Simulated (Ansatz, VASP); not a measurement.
## KSrBr3: VASP beside Ansatz

Contents of INCAR:

```
PREC = Accurate
ENCUT = 520
EDIFF = 1E-6
ISMEAR = -1
SIGMA = 0.02
LREAL = False
LASPH = True
NELM = 60
ALGO = Normal
ISIF = 2
LWAVE = False
LCHARG = True
GGA = PE
LELF = True
LVHAR = True
NBANDS = 28
```

File KPOINTS:

```
regular mesh
0
Gamma
  4 4 4
```

POSCAR

```
KSrBr3
1.0
    5.9974266725      0.0000000000      0.0000000000
    0.0000000000      5.9380462104      0.0000000000
    0.0000000000      0.0000000000      5.9380462104
K Sr Br
1 1 3
Direct
    0.0000000000      0.0000000000      0.0000000000
    0.5000000000      0.5000000000      0.5000000000
    0.5000000000      0.5000000000      0.0000000000
    0.5000000000      0.0000000000      0.5000000000
    0.0000000000      0.5000000000      0.5000000000
```

Input for Ansatz:

```yaml
crystal:
  lattice:
    - [5.9974266725, 0.0, 0.0]
    - [0.0, 5.9380462104, 0.0]
    - [0.0, 0.0, 5.9380462104]
  atoms:
    - { symbol: K, position: [0.0, 0.0, 0.0] }
    - { symbol: Sr, position: [0.5, 0.5, 0.5] }
    - { symbol: Br, position: [0.5, 0.5, 0.0] }
    - { symbol: Br, position: [0.5, 0.0, 0.5] }
    - { symbol: Br, position: [0.0, 0.5, 0.5] }
kpoints:
  mp_grid: { grid: [4, 4, 4] }
  band_path:
    path: [[0.0, 0.0, 0.0], [0.0, 0.5, 0.0], [0.5, 0.5, 0.0], [0.5, 0.5, 0.5]]
    npoints: 1
hamiltonian:
  xc: pbe
scf:
  occupations: { method: fermi_dirac, width: 0.02 }
  n_extra_bands: 5
output:
  forces: true
  stress: true
  eigenvalues: true
```

Change from the starting cell: uniaxial_x strain +1.0%.

Alike in both runs: task single point; functional PBE; k mesh 4 × 4 × 4; occupations fermi-dirac, width 0.02 eV; no spin polarisation.

|  | VASP | Ansatz |
| --- | --- | --- |
| version | VASP 6.6.1 | Ansatz 0.2.0 |
| potentials or method | VASP PAW PBE potentials, release 64 (K_sv, Sr_sv, Br) | plane waves, PAW |
| plane-wave cutoff (eV) | 520 | 420 |
| valence electrons in the cell | 40 | 40 |

|  | VASP | Ansatz | Ansatz less VASP |
| --- | --- | --- | --- |
| gap on the k mesh at the Fermi level (eV) | 3.73 | 3.73 | 0.000 |
| pressure (GPa) | 0.3 | 0.2 | -0.06 |
| traceless stress, the component that is largest in VASP (GPa) | -0.25 | -0.24 | +0.004 |
